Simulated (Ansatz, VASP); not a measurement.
MnO2 in VASP and in Ansatz

The input INCAR:

```
PREC = Accurate ; ENCUT = 520
EDIFF = 1E-6 ; ISMEAR = -1
SIGMA = 0.05 ; LREAL = False
LASPH = True ; NELM = 150
ALGO = Normal ; ISIF = 2
LWAVE = False ; LCHARG = True
ISPIN = 2 ; MAGMOM = 5.5 0 0
LORBIT = 11 ; LMAXMIX = 4
GGA = PS ; LELF = True
LVHAR = True ; NBANDS = 24
```

KPOINTS

```
regular mesh
0
Gamma
  11 11 6
```

POSCAR

```
MnO2
1.0
    2.8565781804      0.0000000000      0.0000000000
   -1.4282890902      2.4738692722      0.0000000000
    0.0000000000      0.0000000000      4.6013740589
Mn O
1 2
Direct
    0.0000000000      0.0000000000      0.5000000000
    0.3333333333      0.6666666667      0.7062925700
    0.6666666667      0.3333333333      0.2937074300
```

File input.yaml:

```yaml
crystal:
  lattice:
    - [2.8565781804, 0.0, 0.0]
    - [-1.4282890902, 2.4738692722, 0.0]
    - [0.0, 0.0, 4.6013740589]
  atoms:
    - { symbol: Mn, position: [0.0, 0.0, 0.5], spin: 5.5 }
    - { symbol: O, position: [0.3333333333, 0.6666666667, 0.70629257] }
    - { symbol: O, position: [0.6666666667, 0.3333333333, 0.29370743] }
hamiltonian:
  xc: pbesol
  pseudopotentials: { kind: paw }
magnetization:
  spin_polarized: true
kpoints:
  mp_grid: { grid: [11, 11, 6] }
scf:
  occupations: { method: fermi_dirac, width: 0.05 }
output:
  forces: true
  stress: true
  eigenvalues: true
  write_density: true
  write_potential: true
  elf: true
  volumetric_format: npy
```

Alike in both runs: task single point; functional PBEsol; k mesh 11 × 11 × 6; occupations fermi-dirac, width 0.05 eV; collinear spin.

|  | VASP | Ansatz |
| --- | --- | --- |
| version | VASP 6.6.1 | Ansatz 0.2.0 |
| potentials or method | VASP PAW PBE potentials, release 64 (Mn_pv, O) | Ansatz PAW |
| plane-wave cutoff (eV) | 520 | 420 |
| valence electrons in the cell | 25 | 27 |

```tsv
	VASP	Ansatz	Ansatz less VASP
gap on the k mesh at the Fermi level (eV)	0.70	0.73	+0.034
least direct gap on the mesh (eV)	0.75	0.79	+0.035
pressure (GPa)	-1.2	-2.2	-0.91
traceless stress, the component that is largest in VASP (GPa)	1.16	1.58	+0.422
rms of the force components (eV/Å)	0.038	0.077	+0.0390
net moment per atom (μB)	1.00	1.00	0.000
size of the moment on the site where the two differ most (μB)	2.84	2.49	-0.347
```

VASP's potentials were made for PBE, not for PBEsol. Site moments also hang on the region over which each program counts them. Atom by atom the forces differ by 0.039 eV/Å (rms over components). VASP's potentials hold 25 valence electrons a cell and Ansatz's 27, so a difference there can come from the potentials and not from the codes.

Noted on Ansatz's run: odd divisions of the mesh miss points on the zone boundary, where band edges often lie, so the gap on the mesh can be too wide.
